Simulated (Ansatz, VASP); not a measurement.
AlAs in VASP and in Ansatz

The input POSCAR:

```
AlAs
1.0
    0.0000000000      2.7276336118      2.7276336118
    2.7276336118      0.0000000000      2.7276336118
    2.7276336118      2.7276336118      0.0000000000
Al As
1 1
Direct
    0.0000000000      0.0000000000      0.0000000000
    0.2500000000      0.2500000000      0.2500000000
```

Contents of INCAR.step1:

```
SYSTEM = AlAs
ALGO = Normal
EDIFF = 1E-5
ENCUT = 400
GGA = PE
GGA_COMPAT = .FALSE.
ISIF = 2
ISMEAR = 0
LASPH = .TRUE.
LCHARG = .FALSE.
LREAL = .FALSE.
LWAVE = .TRUE.
NBANDS = 11
NELM = 120
PREC = Accurate
SIGMA = 0.05
```

Contents of INCAR.step2:

```
SYSTEM = AlAs
AEXX = 0.25
ALGO = Normal
EDIFF = 1E-6
ENCUT = 400
GGA = PE
GGA_COMPAT = .FALSE.
ISIF = 2
ISMEAR = 0
ISTART = 1
LASPH = .TRUE.
LCHARG = .FALSE.
LHFCALC = .TRUE.
LREAL = .FALSE.
LWAVE = .FALSE.
NBANDS = 11
NELM = 120
PREC = Accurate
PRECFOCK = Normal
SIGMA = 0.05
```

Contents of KPOINTS:

```
k-points
0
G
  6 6 6
  0 0 0
```

Input for Ansatz:

```yaml
crystal:
  lattice:
    - [0.0, 2.7276336118, 2.7276336118]
    - [2.7276336118, 0.0, 2.7276336118]
    - [2.7276336118, 2.7276336118, 0.0]
  atoms:
    - { symbol: Al, position: [0.0, 0.0, 0.0] }
    - { symbol: As, position: [0.25, 0.25, 0.25] }
basis:
  ecutwfc: 420
kpoints:
  mp_grid: { grid: [6, 6, 6] }
hamiltonian:
  xc: pbe0
scf:
  occupations: { method: gaussian, width: 0.05 }
output:
  forces: true
  stress: true
  eigenvalues: true
```

Alike in both runs: task single point; functional PBE0; k mesh 6 × 6 × 6; occupations gaussian, width 0.05 eV; no spin polarisation.

|  | VASP | Ansatz |
| --- | --- | --- |
| version | VASP 6.6.1 | Ansatz 0.2.0 |
| potentials or method | VASP PAW PBE potentials, release 64 (Al, As), cutoff 400 eV | scalar-relativistic, plane waves, PAW |
| valence electrons in the cell | 8 | 18 |

|  | VASP | Ansatz | Ansatz less VASP |
| --- | --- | --- | --- |
| gap on the k mesh at the Fermi level (eV) | 2.56 | 2.54 | -0.025 |
| least direct gap on the mesh (eV) | 4.60 | 4.59 | -0.010 |
| pressure (GPa) | 11.6 | 11.9 | +0.27 |

The functional is the same, so the differences come from potentials, cutoffs and numerics. VASP's potentials hold 8 valence electrons a cell and Ansatz's 18, so a difference there can come from the potentials and not from the codes. Ansatz's warnings: stress exchange threshold loose, stress scf threshold loose.
